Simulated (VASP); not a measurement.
# LiBr (Fm-3m) in VASP: further runs

LiBr is run at these levels: PBE, r2SCAN; tasks: single point.

All numbers are computed with VASP 6.6.1; they aren't measurements. Logs are shortened: lines on timing, memory, paths and dates and some standing lists are left out, and cuts for length are marked.

## 1. The cell of the first run

It takes space group Fm-3m (No. 225, cubic). Conventional cell: a = 5.479 Å, b = 5.479 Å, c = 5.479 Å, α = 90.00°, β = 90.00°, γ = 90.00°. Within 3.6 Å of Li (site symmetry m-3m) lie 6 Br at 2.74 Å. Within 3.6 Å of Br (site symmetry m-3m) lie 6 Li at 2.74 Å.

## 2. Single point, PBE

File INCAR:

```
PREC = Accurate
ENCUT = 750
EDIFF = 1E-6
ISMEAR = 0
SIGMA = 0.01
LREAL = False
LASPH = True
NELM = 120
ALGO = Normal
ISIF = 2
LWAVE = False
LCHARG = False
GGA = PE
NBANDS = 12
GGA_COMPAT = False
```

File KPOINTS:

```
Automatic mesh
0
Gamma
  6 6 6
```

File POSCAR:

```
LiBr
1.0
    0.0000000000      2.7395485832      2.7395485832
    2.7395485832      0.0000000000      2.7395485832
    2.7395485832      2.7395485832      0.0000000000
Li Br
1 1
Direct
    0.0000000000      0.0000000000      0.0000000000
    0.5000000000      0.5000000000      0.5000000000
```

Potentials or basis: VASP PAW PBE potentials, release 64 (Li_sv, Br).

Run with:

```console
$ cat potpaw_PBE.64/Li_sv/POTCAR potpaw_PBE.64/Br/POTCAR > POTCAR
$ mpirun -np 1 vasp_std > vasp.out
```

OUTCAR:

```text
PREC = Accurate
   ENCUT = 750
   EDIFF = 1E-6
   ISMEAR = 0
   LREAL = False
   LASPH = True
   NELM = 120
   ISIF = 2
   GGA = PE

 ion  position               nearest neighbor table
   1  0.000  0.000  0.000-
   2  0.500  0.500  0.500-

  LATTYP: Found a face centered cubic cell.
 ALAT       =     5.4790971664

  Lattice vectors:

 A1 = (   0.0000000000,   2.7395485832,   2.7395485832)
 A2 = (   2.7395485832,   0.0000000000,   2.7395485832)
 A3 = (   2.7395485832,   2.7395485832,   0.0000000000)

Analysis of symmetry for initial positions (statically):
=====================================================================
 Subroutine PRICEL returns:
 Original cell was already a primitive cell.

 Routine SETGRP: Setting up the symmetry group for a
 face centered cubic supercell.

 Subroutine GETGRP returns: Found 48 space group operations
 (whereof 48 operations were pure point group operations)
 out of a pool of 48 trial point group operations.

The static configuration has the point symmetry O_h .

Analysis of symmetry for dynamics (positions and initial velocities):
=====================================================================
 Subroutine PRICEL returns:
 Original cell was already a primitive cell.

 Routine SETGRP: Setting up the symmetry group for a
 face centered cubic supercell.

 Subroutine GETGRP returns: Found 48 space group operations
 (whereof 48 operations were pure point group operations)
 out of a pool of 48 trial point group operations.

The dynamic configuration has the point symmetry O_h .

 Subroutine INISYM returns: Found 48 space group operations
 (whereof 48 operations are pure point group operations),
 and found     1 'primitive' translations

----------------------------------------------------------------------------------------

                                     Primitive cell

  volume of cell :      41.1213

  direct lattice vectors                    reciprocal lattice vectors
     0.000000000  2.739548583  2.739548583    -0.182511821  0.182511821  0.182511821
     2.739548583  0.000000000  2.739548583     0.182511821 -0.182511821  0.182511821
     2.739548583  2.739548583  0.000000000     0.182511821  0.182511821 -0.182511821

  length of vectors
     3.874306761  3.874306761  3.874306761     0.316119747  0.316119747  0.316119747

  position of ions in fractional coordinates (direct lattice)
     0.000000000  0.000000000  0.000000000
     0.500000000  0.500000000  0.500000000

  ion indices of the primitive-cell ions
   primitive index   ion index
                 1           1
                 2           2

----------------------------------------------------------------------------------------

 KPOINTS: Automatic mesh

Automatic generation of k-mesh.
 Grid dimensions read from file:
 generate k-points for:    6    6    6

 Generating k-lattice:

  Cartesian coordinates                     Fractional coordinates (reciprocal lattice)
    -0.030418637  0.030418637  0.030418637     0.166666667  0.000000000  0.000000000
     0.030418637 -0.030418637  0.030418637     0.000000000  0.166666667  0.000000000
     0.030418637  0.030418637 -0.030418637     0.000000000  0.000000000  0.166666667

  Length of vectors
     0.052686624  0.052686624  0.052686624

  Shift w.r.t. Gamma in fractional coordinates (k-lattice)
     0.000000000  0.000000000  0.000000000

 Subroutine IBZKPT returns following result:
 ===========================================

 Found     16 irreducible k-points:

 Following reciprocal coordinates:
            Coordinates               Weight
  0.000000  0.000000  0.000000      1.000000
  0.166667  0.000000  0.000000      8.000000
  0.333333  0.000000  0.000000      8.000000
  0.500000  0.000000  0.000000      4.000000
  0.166667  0.166667  0.000000      6.000000
  0.333333  0.166667  0.000000     24.000000
[... 8 lines left out ...]
 -0.333333  0.333333  0.166667     24.000000
 -0.333333  0.500000  0.166667     12.000000
   k-points           NKPTS =     16   k-points in BZ     NKDIM =     16   number of bands    NBANDS=     12
   number of dos      NEDOS =    301   number of ions     NIONS =      2
   total plane-waves  NPLWV =  46656
   dimension x,y,z NGX =    36 NGY =   36 NGZ =   36
   dimension x,y,z NGXF=    72 NGYF=   72 NGZF=   72
   ions per type =               1   1
   NGX,Y,Z   is equivalent  to a cutoff of  15.45, 15.45, 15.45 a.u.
   NGXF,Y,Z  is equivalent  to a cutoff of  30.90, 30.90, 30.90 a.u.
 SYSTEM =  unknown system
   PREC   = accura    normal or accurate (medium, high low for compatibility)
   ISTART =      0    job   : 0-new  1-cont  2-samecut
   ICHARG =      2    charge: 1-file 2-atom 10-const
   ISPIN  =      1    spin polarized calculation?
   LNONCOLLINEAR =      F non collinear calculations
   LSORBIT =      F    spin-orbit coupling
   LASPH  =      T    aspherical Exc in radial PAW
   ENCUT  =  750.0 eV  55.12 Ry    7.42 a.u.   8.65  8.65  8.65*2*pi/ulx,y,z
   NELM   =    120;   NELMIN=  2; NELMDL= -5     # of ELM steps
   EDIFF  = 0.1E-05   stopping-criterion for ELM
   LREAL  =      F    real-space projection
   EDIFFG = 0.1E-04   stopping-criterion for IOM
   NSW    =      0    number of steps for IOM
   IBRION =     -1    ionic relax: 0-MD 1-quasi-New 2-CG
   NFREE  =      0    steps in history (QN), initial steepest desc. (CG)
   ISIF   =      2    stress and relaxation
   ISYM   =      2    0-nonsym 1-usesym 2-fastsym
   POTIM  = 0.5000    time-step for ionic-motion
   TEBEG  =    0.0;   TEEND  =   0.0 temperature during run
   PSTRESS=    0.0 pullay stress
   NELECT =      10.0000    total number of electrons
   NUPDOWN=      -1.0000    fix difference up-down
   EMIN   =  10.00;   EMAX   =-10.00  energy-range for DOS
   EFERMI =   0.00;   METHOD = LEGACY
   ISMEAR =     0;   SIGMA  =   0.01  broadening in eV -4-tet -1-fermi 0-gaus
   EFERMI_NEDOS =   21; number of points for ismear=-14 and -15
   IALGO  =     38    algorithm
   IMIX   =      4    mixing-type and parameters
     AMIX     =   0.40;   BMIX     =  1.00
     AMIX_MAG =   1.60;   BMIX_MAG =  1.00
  volume/ion in A,a.u.               =      20.56       138.75
  Fermi-wavevector in a.u.,A,eV,Ry     =   1.021847  1.931011 14.206810  1.044171
  Thomas-Fermi vector in A             =   2.155494
   LORBIT       =      0    0 simple, 1 ext, 2 COOP (PROOUT), +10 PAW based schemes
   GGA     = PE    functional components
   LHFCALC =     F    Hartree Fock is set to
   AEXX    =    0.0000 exact exchange contribution
   IVDW    =     0    specifies the selected vdW correction
   LEPSILON=     F    determine dielectric tensor
   LRPA    =     F    only Hartree local field effects (RPA)
 non-spin polarized calculation
 Gauss-broadening in eV      SIGMA  =   0.01
  energy-cutoff  :      750.00
  volume of cell :       41.12
 maximum number of plane-waves:      1936
 NGX is ok and might be reduce to    36
   NGX = 17   NGY = 17   NGZ = 17

 number of electron      10.0000001 magnetization

 Free energy of the ion-electron system (eV)
  ---------------------------------------------------
  ext. energy  EPLUGINS =         0.00000000
  ---------------------------------------------------
  free energy    TOTEN  =        -6.64022371 eV

  energy without entropy =       -6.64022371  energy(sigma->0) =       -6.64022371

 E-fermi :   0.4880     XC(G=0):  -8.4758

 val. band max:        0.3963663630   @ k =   0.0000   0.0000   0.0000
 cond. band min:       5.3909439245   @ k =   0.0000   0.0000   0.0000
 fundamental gap:      4.9945775615
 Fermi energy:         0.4879959111

 k-point     1 :       0.0000    0.0000    0.0000
  band No.  band energies     occupation
      1     -43.9833      2.00000
      2     -13.0769      2.00000
      3       0.3964      2.00000
      4       0.3964      2.00000
      5       0.3964      2.00000
      6       5.3909      0.00000
      7      10.9063      0.00000
      8      10.9063      0.00000
      9      10.9063      0.00000
     10      12.6908      0.00000
     11      12.6908      0.00000
     12      12.6908      0.00000

 k-point     2 :       0.1667    0.0000    0.0000
  band No.  band energies     occupation
      1     -43.9830      2.00000
      2     -12.9646      2.00000
      3      -0.5571      2.00000
      4       0.3236      2.00000
      5       0.3236      2.00000
      6       6.1683      0.00000
      7       9.9890      0.00000
      8      10.3755      0.00000
      9      10.3755      0.00000
     10      11.9961      0.00000
     11      11.9961      0.00000
     12      13.1825      0.00000

 k-point     3 :       0.3333    0.0000    0.0000
  band No.  band energies     occupation
      1     -43.9825      2.00000
      2     -12.7225      2.00000
      3      -1.9503      2.00000
      4       0.1904      2.00000
      5       0.1904      2.00000
      6       6.2812      0.00000
      7       9.0018      0.00000
      8       9.0018      0.00000
      9      10.9994      0.00000
     10      13.7305      0.00000
     11      13.8894      0.00000
     12      13.8894      0.00000

 k-point     4 :       0.5000    0.0000    0.0000
  band No.  band energies     occupation
      1     -43.9822      2.00000
      2     -12.5910      2.00000
      3      -2.5315      2.00000
      4       0.1294      2.00000
      5       0.1294      2.00000
      6       6.0274      0.00000
      7       8.5047      0.00000
      8       8.5047      0.00000
      9      12.2710      0.00000
     10      14.4856      0.00000
     11      16.1982      0.00000
     12      16.1982      0.00000

 k-point     5 :       0.1667    0.1667    0.0000
  band No.  band energies     occupation
      1     -43.9830      2.00000
      2     -12.9255      2.00000
      3      -0.4850      2.00000
      4       0.0669      2.00000
      5       0.0669      2.00000
      6       6.7245      0.00000
      7       9.4622      0.00000
      8       9.4991      0.00000
      9      11.0891      0.00000
     10      11.0891      0.00000
     11      14.0708      0.00000
     12      14.2467      0.00000
[... 108 lines left out ...]
      1     -43.9819      2.00000
      2     -12.3938      2.00000
      3      -2.5369      2.00000
      4      -0.7633      2.00000
      5      -0.7633      2.00000
      6       6.6606      0.00000
      7       7.4908      0.00000
      8      12.1204      0.00000
      9      12.9126      0.00000
     10      12.9126      0.00000
     11      16.1864      0.00000
     12      17.9401      0.00000

 k-point    14 :       0.5000    0.3333    0.1667
  band No.  band energies     occupation
      1     -43.9821      2.00000
      2     -12.5428      2.00000
      3      -1.9384      2.00000
      4      -1.0274      2.00000
      5      -0.2747      2.00000
      6       7.9834      0.00000
      7       8.4951      0.00000
      8       8.9901      0.00000
      9      10.9464      0.00000
     10      12.8010      0.00000
     11      16.3027      0.00000
     12      16.6187      0.00000

 k-point    15 :      -0.3333    0.3333    0.1667
  band No.  band energies     occupation
      1     -43.9819      2.00000
      2     -12.4486      2.00000
      3      -2.0567      2.00000
      4      -1.4011      2.00000
      5      -0.4520      2.00000
      6       8.0924      0.00000
      7       8.3089      0.00000
      8      10.1279      0.00000
      9      10.5435      0.00000
     10      13.6668      0.00000
     11      14.4479      0.00000
     12      17.4195      0.00000

 k-point    16 :      -0.3333    0.5000    0.1667
  band No.  band energies     occupation
      1     -43.9819      2.00000
      2     -12.3975      2.00000
      3      -2.1839      2.00000
      4      -1.3226      2.00000
      5      -0.7639      2.00000
      6       7.5740      0.00000
      7       8.7177      0.00000
      8      10.2231      0.00000
      9      11.0049      0.00000
     10      13.5764      0.00000
     11      15.7302      0.00000
     12      17.7390      0.00000

------------------------ aborting loop because EDIFF is reached ----------------------------------------

  FORCE on cell =-STRESS in cart. coord.  units (eV):
  Direction    XX          YY          ZZ          XY          YZ          ZX
  --------------------------------------------------------------------------------------
  -------------------------------------------------------------------------------------
  Total        0.1075020      0.1075020      0.1075020     -0.0000000      0.0000000     -0.0000000
  in kB        4.1885170      4.1885170      4.1885170     -0.0000000      0.0000000     -0.0000000
  external PRESSURE =       4.1885170 kB  Pullay stress =       0.0000000 kB

 VOLUME and BASIS-vectors are now :
 -----------------------------------------------------------------------------
  energy-cutoff  :      750.00
  volume of cell :       41.12
      direct lattice vectors                 reciprocal lattice vectors
     0.000000000  2.739548583  2.739548583    -0.182511821  0.182511821  0.182511821
     2.739548583  0.000000000  2.739548583     0.182511821 -0.182511821  0.182511821
     2.739548583  2.739548583  0.000000000     0.182511821  0.182511821 -0.182511821

 POSITION                                       TOTAL-FORCE (eV/Angst)
 -----------------------------------------------------------------------------------
      0.00000      0.00000      0.00000         0.000000      0.000000      0.000000
      2.73955      2.73955      2.73955        -0.000000     -0.000000     -0.000000
 -----------------------------------------------------------------------------------
    total drift:                                0.000000      0.000000      0.000000

  FREE ENERGIE OF THE ION-ELECTRON SYSTEM (eV)
  ---------------------------------------------------
  free  energy   TOTEN  =        -6.6402237119 eV

  energy  without entropy=       -6.6402237119  energy(sigma->0) =       -6.64022371
```

It took 35 s on 1 thread of Intel Xeon 8259CL, shared host; peak memory 0.21 GiB.

What came out:

* Free energy: -6.6402 eV
* Pressure: 0.4 GPa
* Band gap on the k mesh: 4.99 eV

Levels at points of the mesh, in eV from the valence-band top:
```tsv
k point	band 1	band 2	band 3	band 4	band 5	band 6	band 7	band 8	band 9	band 10
(0.00, 0.00, 0.00)	-44.38	-13.47	0.00	0.00	0.00	4.99	10.51	10.51	10.51	12.29
(0.50, 0.00, 0.00)	-44.38	-12.99	-2.93	-0.27	-0.27	5.63	8.11	8.11	11.87	14.09
(0.50, 0.50, 0.00)	-44.38	-12.79	-2.93	-1.16	-1.16	6.26	7.09	11.72	12.52	12.52
```

PBE gaps usually lie below the measured ones, often by a third to a half.

(Continued in part 2 of 2.)
